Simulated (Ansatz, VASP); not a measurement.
# MoS2: VASP beside Ansatz

```
Mo S
1.0
     3.17302    0.00000    0.00000
    -1.58651    2.74792    0.00000
     0.00000    0.00000   12.43591
Mo S
2 4
Direct
  0.33333 0.66667 0.25000
  0.66667 0.33333 0.75000
  0.33333 0.66667 0.62490
  0.66667 0.33333 0.12490
  0.33333 0.66667 0.87510
  0.66667 0.33333 0.37510
```

Alike in both runs: task single point; functional PBE; k mesh 12 × 12 × 2; no spin polarisation.

|  | VASP | Ansatz |
| --- | --- | --- |
| version | VASP 6.6.1 | Ansatz 0.2.0 |
| potentials or method | VASP PAW PBE potentials, release 64 (Mo_sv, S) | plane waves, PAW |
| plane-wave cutoff (eV) | 520 | 420 |
| occupations | gaussian, width 0.01 eV | fixed |
| valence electrons in the cell | 52 | 52 |

Ansatz gave:

- gap on the k mesh at the Fermi level (eV): 0.94
- pressure (GPa): 2.4
- traceless stress, the component that is largest in VASP (GPa): 0.93
- rms of the force components (eV/Å): 0.052

Which values does VASP return?

gap on the k mesh at the Fermi level (eV): 0.95; pressure (GPa): 2.3; traceless stress, the component that is largest in VASP (GPa): 0.90; rms of the force components (eV/Å): 0.046.

Atom by atom the forces differ by 0.006 eV/Å (rms over components).
